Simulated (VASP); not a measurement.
AlCu5: single point with PBE

AlCu5:

```
Al Cu
1.0
     7.90999    0.00000    0.00000
    -3.95500    6.85025    0.00000
     0.00000    0.00000    2.40645
Al Cu
1 5
Cartesian
  0.0000 0.0000 0.0000
  3.9550 0.0000 1.2032
  -1.9775 3.4251 1.2032
  1.9775 3.4251 1.2032
  0.0000 4.5668 1.2032
  3.9550 2.2834 1.2032
```

| Property | Result |
| --- | --- |
| Program | VASP 6.6.1 |
| Task | single point |
| Functional | PBE |
| Potentials or basis | VASP PAW PBE potentials, release 64 (Al, Cu) |
| Cutoff | 520 eV |
| k mesh | 6 × 6 × 16 |
| Occupations | gaussian, width 0.1 eV |
| Spin | no spin polarisation |

```
Pressure               : 0.2 GPa
Band gap on the k mesh : zero (band 29 reaches 5.65 eV, above the bottom of band 30 at 1.56 eV)
```

Levels at points of the mesh, in eV from the Fermi level:
| k point | band 25 | band 26 | band 27 | band 28 | band 29 | band 30 | band 31 | band 32 | band 33 | band 34 |
| --- | --- | --- | --- | --- | --- | --- | --- | --- | --- | --- |
| (0.00, 0.00, 0.00) | -1.41 | -1.21 | -1.21 | -1.20 | -1.04 | -1.04 | -0.75 | -0.75 | 1.68 | 1.68 |
| (0.50, 0.00, 0.00) | -1.20 | -1.19 | -1.18 | -1.13 | -1.10 | -1.04 | 0.02 | 0.04 | 0.94 | 1.05 |
| (0.00, 0.00, 0.50) | -0.79 | -0.53 | -0.20 | 1.11 | 3.04 | 3.63 | 3.63 | 3.69 | 3.86 | 4.71 |
| (0.50, 0.00, 0.50) | -0.82 | -0.61 | 0.58 | 0.87 | 1.88 | 2.99 | 3.38 | 3.46 | 4.11 | 5.18 |

Wall time 6.1 min on 1 thread of Intel Xeon 6975P-C, on a shared host, peak memory 0.39 GiB.
